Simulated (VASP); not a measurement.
CdTe:

```xyz
2
Lattice="0.0000 3.2050 3.2050 3.2050 0.0000 3.2050 3.2050 3.2050 0.0000" Properties=species:S:1:pos:R:3 pbc="T T T"
Cd    0.0000    0.0000    0.0000
Te    1.6025    1.6025    1.6025
```

Base run:

| Item | Value |
| --- | --- |
| Program | VASP 6.6.1 |
| Functional | r2SCAN |
| Potentials or basis | VASP PAW PBE potentials, release 64 (Cd, Te) |
| Cutoff | 520 eV |
| k mesh | 6 × 6 × 6 |
| Occupations | gaussian, width 0.01 eV |
| Spin | no spin polarisation |

Its results: band gap on the k mesh 1.38 eV, direct; pressure 3.4 GPa.

Problem. The run is repeated on the same cell with these changes: functional from r2SCAN to revPBE; further incar settings from ALGO = Normal; EDIFF = 1e-06; NBANDS = 16 to ALGO = Normal; EDIFF = 1e-07; NBANDS = 16. What comes out?

Solution. Band gap on the k mesh 0.98 eV, direct; pressure 5.7 GPa.

Caveats: the PAW data sets were made with another functional, which shifts forces and pressure a little; spin-orbit coupling is left out, which moves the levels of the heavy elements.

